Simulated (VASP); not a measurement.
Input of a VASP 6.6.1 run:

File INCAR:

```
ALGO = Fast
EDIFF = 1E-6
EDIFFG = -0.01
ENCUT = 600
GGA = CA
IBRION = 2
ISIF = 3
ISMEAR = 0
LASPH = T
LCHARG = F
LREAL = F
LWAVE = F
NELM = 100
NSW = 80
PREC = Accurate
SIGMA = 0.1
```

The input KPOINTS:

```
k-points
0
Gamma
  12 12 8
```

POSCAR

```
Hf
1.0
    4.8948308294      0.0000000000      0.0000000000
   -2.4474154147      4.2390478455      0.0000000000
    0.0000000000      0.0000000000      5.4365990455
Hf
4
Direct
    0.3333333333      0.6666666667     -0.0001408581
    0.6666666667      0.3333333333      0.4998591419
    0.3333333333      0.6666666667      0.5001408581
    0.6666666667      0.3333333333      1.0001408581
```

Potentials or basis: VASP PAW LDA potentials, release 64 (Hf_pv).

Launch:

```bash
$ cat potpaw_LDA.64/Hf_pv/POTCAR > POTCAR
$ mpirun -np 1 vasp_std > vasp.out
```

Q: Estimate the relaxed volume.

A: 28.12 Å³/atom.

Q: Predict the band gap on the k mesh.

A: Zero (bands 20 and 21 overlap by 0.86 eV).

Forces in eV/Å, atoms in the order of the input:
```
Hf   0.000  0.000 -0.005
Hf   0.000  0.000 -0.005
Hf   0.000  0.000  0.005
Hf   0.000  0.000  0.005
```

Caveat: spin-orbit coupling is left out, which moves the levels of the heavy elements.
